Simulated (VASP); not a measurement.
Here is a VASP 6.6.1 calculation.

INCAR

```
PREC = Accurate
ENCUT = 600
EDIFF = 1E-6
ISMEAR = 0
SIGMA = 0.01
LREAL = F
LASPH = T
NELM = 100
ALGO = Normal
ISIF = 3
LWAVE = F
LCHARG = F
GGA = PS
IBRION = 2
NSW = 100
EDIFFG = -0.002
PSTRESS = 100.0
```

File KPOINTS:

```
Automatic mesh
0
Gamma
  6 6 4
```

The input POSCAR:

```
CdS
1.0
    4.1238484089      0.0000000000      0.0000000000
   -2.0619242044      3.5713574835      0.0000000000
    0.0000000000      0.0000000000      6.7097297170
Cd S
2 2
Direct
    0.3333333333      0.6666666667     -0.0007762665
    0.6666666667      0.3333333333      0.4992237335
    0.3333333333      0.6666666667      0.3757762665
    0.6666666667      0.3333333333      0.8757762665
```

Potentials or basis: VASP PAW PBE potentials, release 64 (Cd, S).

Run with:

```bash
$ cat potpaw_PBE.64/Cd/POTCAR potpaw_PBE.64/S/POTCAR > POTCAR
$ mpirun -np 1 vasp_std > vasp.out
```

(1) Estimate the relaxed volume.

(2) Predict the space group after relaxing (to 0.1 Å).

## Answers

(1) 21.98 Å³/atom.

(2) P6_3mc (No. 186).

Caveat: the cell is relaxed towards a set pressure, so the run minimises the enthalpy, not the energy; the PAW data sets were made with another functional, which shifts forces and pressure a little.
